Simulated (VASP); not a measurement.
# SnO (P4/nmm) in VASP: further runs, part 2 of 2

VASP 6.6.1. The steps go on from the part before.

### Step 5. Single point, PBE

This run uses another cell than the first one, of 17.89 Å³/atom, 0.948 times its volume.

File INCAR:

```
SYSTEM = SnO
PREC = Accurate
ENCUT = 520
EDIFF = 1E-6
ISMEAR = 0
SIGMA = 0.05
LREAL = .False.
LASPH = .True.
NELM = 60
ALGO = Normal
ISIF = 2
LWAVE = .False.
LCHARG = .False.
GGA = PE
NBANDS = 28
```

File KPOINTS:

```
Automatic mesh
0
Gamma
  10 10 8
  0 0 0
```

File POSCAR:

```
SnO
1.0
    3.8072385349      0.0000000000      0.0000000000
    0.0000000000      3.8072385349      0.0000000000
    0.0000000000      0.0000000000      4.9360762066
Sn O
2 2
Direct
    0.0000000000      0.5000000000      0.2324256302
    0.5000000000      0.0000000000      0.7675743698
    0.0000000000      0.0000000000      0.0000000000
    0.5000000000      0.5000000000      0.0000000000
```

Started as:

```console
$ cat potpaw_PBE.64/Sn_d/POTCAR potpaw_PBE.64/O/POTCAR > POTCAR
$ mpirun -np 1 vasp_std > vasp.out
```

Wall time 2.8 min (1 thread of Intel Xeon 6975P-C, shared host); peak memory 0.29 GiB.

Results (log left out):

- Free energy: -22.6788 eV
- Pressure: 4.3 GPa
- Largest force: 0.589 eV/Å
- Band gap on the k mesh: 0.23 eV, indirect (least direct gap 2.00 eV)

Forces in eV/Å, atoms in the order of the input:
```
Sn   0.000  0.000  0.589
Sn   0.000  0.000 -0.589
O    0.000  0.000  0.000
O    0.000  0.000  0.000
```

Stress tensor (GPa, compression positive):
```
4.66 0.00 0.00
0.00 4.66 0.00
0.00 0.00 3.51
```

Levels at points of the mesh, in eV from the valence-band top:
```csv
k point,band 16,band 17,band 18,band 19,band 20,band 21,band 22,band 23,band 24,band 25
"(0.00, 0.00, 0.00)",-6.30,-3.50,-3.21,-3.21,0.00,2.01,4.13,4.82,4.82,5.61
"(0.50, 0.00, 0.00)",-5.04,-4.88,-4.88,-2.64,-2.64,3.10,3.10,5.85,5.85,5.98
"(0.50, 0.50, 0.00)",-5.18,-2.55,-2.55,-1.87,-1.87,0.23,0.23,4.46,4.46,7.04
"(0.00, 0.00, 0.50)",-3.56,-3.26,-3.22,-3.22,-2.23,1.67,3.12,3.12,3.74,7.73
"(0.50, 0.00, 0.50)",-5.46,-4.85,-4.85,-1.74,-1.74,2.49,2.49,5.54,5.54,6.56
"(0.50, 0.50, 0.50)",-5.56,-2.57,-2.57,-2.55,-2.55,2.41,2.41,3.88,3.88,5.56
```

Caveat: spin-orbit coupling is left out, which moves the levels of the heavy elements.

### Step 6. Single point, r2SCAN

This run uses another cell than the first one, of 17.78 Å³/atom, 0.943 times its volume.

File POSCAR:

```
SnO
1.0
    3.8056277080      0.0000000000      0.0000000000
    0.0000000000      3.8056277080      0.0000000000
    0.0000000000      0.0000000000      4.9115131611
Sn O
2 2
Direct
    0.0000000000      0.5000000000      0.2335276851
    0.5000000000      0.0000000000      0.7664723149
    0.0000000000      0.0000000000      0.0000000000
    0.5000000000      0.5000000000      0.0000000000
```

File INCAR.step1:

```
PREC     = Accurate       # precision mode
ENCUT    = 520            # plane-wave cutoff, eV
ISMEAR   = 0              # smearing method
SIGMA    = 0.05           # smearing width, eV
LREAL    = False          # projectors in reciprocal space
LASPH    = True           # aspherical terms in the spheres
NELM     = 80             # most SCF steps
NBANDS   = 28             # bands
GGA      = PE             # functional
ALGO     = Normal         # electronic algorithm
EDIFF    = 1E-4           # SCF threshold, eV
LWAVE    = True           # write WAVECAR
LCHARG   = False          # write CHGCAR
```

File INCAR.step2:

```
PREC     = Accurate       # precision mode
ENCUT    = 520            # plane-wave cutoff, eV
EDIFF    = 1E-6           # SCF threshold, eV
ISMEAR   = 0              # smearing method
SIGMA    = 0.05           # smearing width, eV
LREAL    = False          # projectors in reciprocal space
LASPH    = True           # aspherical terms in the spheres
NELM     = 80             # most SCF steps
ALGO     = Normal         # electronic algorithm
ISIF     = 2              # what is computed and relaxed
LWAVE    = False          # write WAVECAR
LCHARG   = False          # write CHGCAR
METAGGA  = R2SCAN         # meta-GGA
LMIXTAU  = True         
NBANDS   = 28             # bands
ISTART   = 1
```

File KPOINTS:

```
regular mesh
0
Gamma
  10 10 8
```

Potentials or basis: VASP PAW PBE potentials, release 64 (Sn_d, O).

Started as:

```console
$ cat potpaw_PBE.64/Sn_d/POTCAR potpaw_PBE.64/O/POTCAR > POTCAR
$ cp INCAR.step1 INCAR
$ mpirun -np 1 vasp_std > vasp.out
$ cp INCAR.step2 INCAR
$ mpirun -np 1 vasp_std > vasp.out
```

Run time: 8.5 min. Hardware: 1 thread of Intel Xeon 6975P-C, shared host; peak memory 0.3 GiB.

Results (log left out):

```
Free energy            : -66.9031 eV
Pressure               : 0.7 GPa
Largest force          : 0.143 eV/Å
Band gap on the k mesh : 0.32 eV, indirect (least direct gap 2.33 eV)
```

Forces in eV/Å, atoms in the order of the input:
```
Sn   0.000  0.000  0.143
Sn   0.000  0.000 -0.143
O    0.000  0.000  0.000
O    0.000  0.000  0.000
```

Stress tensor (GPa, compression positive):
```
0.78 0.00 0.00
0.00 0.78 0.00
0.00 0.00 0.68
```

Levels at points of the mesh, in eV from the valence-band top:
| k point | band 18 | band 19 | band 20 | band 21 | band 22 | band 23 |
| --- | --- | --- | --- | --- | --- | --- |
| (0.00, 0.00, 0.00) | -3.59 | -3.59 | 0.00 | 2.36 | 4.42 | 4.99 |
| (0.50, 0.00, 0.00) | -5.27 | -2.90 | -2.90 | 3.40 | 3.40 | 6.25 |
| (0.50, 0.50, 0.00) | -2.91 | -2.08 | -2.08 | 0.32 | 0.32 | 4.75 |
| (0.00, 0.00, 0.50) | -3.60 | -3.20 | -2.52 | 1.97 | 3.25 | 3.25 |
| (0.50, 0.00, 0.50) | -5.24 | -1.98 | -1.98 | 2.72 | 2.72 | 5.78 |
| (0.50, 0.50, 0.50) | -2.91 | -2.81 | -2.81 | 2.54 | 2.54 | 4.25 |

Caveat: the PAW data sets were made with another functional, which shifts forces and pressure a little; spin-orbit coupling is left out, which moves the levels of the heavy elements. A k mesh can miss the band edges.

### Step 7. The runs side by side

| task | level | cell | k mesh | cutoff (eV) | gap on the mesh (eV) | pressure (GPa) | largest force (eV/Å) |
| --- | --- | --- | --- | --- | --- | --- | --- |
| single point | PBE | a = 3.868, b = 3.868, c = 5.043 Å, 4 atoms | 6 × 6 × 4 | 520 | 0.47 | 0.2 | 0.07 |
| relaxation of cell and atoms | PBE | relaxed from a = 3.815, b = 3.815, c = 4.852 Å, 4 atoms | 6 × 6 × 4 | 600 | 0.43 | 0.1 | 0.01 |
| single point | RPBE | a = 3.807, b = 3.807, c = 4.936 Å, 4 atoms | 10 × 10 × 8 | 520 | 0.22 | 6.9 | 0.78 |
| single point | PBE | a = 3.807, b = 3.807, c = 4.936 Å, 4 atoms | 10 × 10 × 8 | 520 | 0.23 | 4.3 | 0.59 |
| single point | r2SCAN | a = 3.806, b = 3.806, c = 4.912 Å, 4 atoms | 10 × 10 × 8 | 520 | 0.32 | 0.7 | 0.14 |

Alike in all rows: potentials or basis VASP PAW PBE potentials, release 64 (Sn_d, O); no spin polarisation; smearing gaussian 0.05 eV.

Caveats: spin-orbit coupling is left out, which moves the levels of the heavy elements; the PAW data sets were made with another functional, which shifts forces and pressure a little (some runs).

Total energies depend on the potentials used, so only differences within one code and one set of settings carry meaning.
